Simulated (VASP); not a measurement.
Crystal: Be2H3O.

```
Be H O
1.0
     2.57100    0.00000    0.00000
    -1.28550    2.22655    0.00000
     0.00000    0.00000   19.46018
Be H O
4 6 2
Direct
  0.66667 0.33333 0.82924
  0.00000 0.00000 0.61896
  0.33333 0.66667 0.17076
  0.00000 0.00000 0.38104
  0.00000 0.00000 0.01892
  0.00000 0.00000 0.98108
  0.66667 0.33333 0.65987
  0.33333 0.66667 0.57802
  0.33333 0.66667 0.34013
  0.66667 0.33333 0.42198
  0.33333 0.66667 0.82923
  0.66667 0.33333 0.17077
```

| Item | Value |
| --- | --- |
| Program | VASP 6.6.1 |
| Task | relaxation of shape and atoms at fixed volume |
| Functional | PBE |
| Potentials or basis | VASP PAW PBE potentials, release 64 (Be, H, O) |
| Cutoff | 600 eV |
| k mesh | 12 × 12 × 2 |
| Occupations | gaussian, width 0.02 eV |
| Spin | no spin polarisation |

At the start: pressure 2.8 GPa; volume 9.28 Å³/atom.

Task: How do energy, volume and symmetry change on relaxing?

Result: Over 12 steps the energy falls by 2.4 meV/atom; space group P-3m1 (No. 164, to 0.1 Å) before and after.

The path:
| step | energy change (eV) | largest force (eV/Å) | pressure (GPa) | volume (Å³) |
| --- | --- | --- | --- | --- |
| 1 | 0.0000 | 0.2628 | 2.79 | 111.40 |
| 2 | -0.0102 | 0.4738 | 1.91 | 111.40 |
| 3 | -0.0102 | 0.5028 | 1.87 | 111.40 |
| 4 | -0.0167 | 0.4061 | 1.55 | 111.40 |
| 5 | -0.0275 | 0.1061 | 0.64 | 111.40 |
| 6 | -0.0282 | 0.0545 | 0.33 | 111.40 |
| 7 | -0.0282 | 0.0541 | 0.31 | 111.40 |
| 8 | -0.0284 | 0.0484 | 0.29 | 111.40 |
| 9 | -0.0289 | 0.0318 | 0.23 | 111.40 |
| 10 | -0.0292 | 0.0617 | 0.11 | 111.40 |
| 11 | -0.0289 | 0.1384 | 0.16 | 111.40 |
| 12 | -0.0292 | 0.0042 | 0.13 | 111.40 |

Final structure:
```
Be H O
1.0
     2.59960    0.00000    0.00000
    -1.29980    2.25132    0.00000
     0.00000    0.00000   19.03429
Be H O
4 6 2
Direct
  0.66667 0.33333 0.82923
  0.00000 0.00000 0.61897
  0.33333 0.66667 0.17077
  0.00000 0.00000 0.38103
  0.00000 0.00000 0.01955
  0.00000 0.00000 0.98045
  0.66667 0.33333 0.66117
  0.33333 0.66667 0.57671
  0.33333 0.66667 0.33883
  0.66667 0.33333 0.42329
  0.33333 0.66667 0.82924
  0.66667 0.33333 0.17076
```

Where two steps share one volume, the run began anew on that cell with a basis built for it.
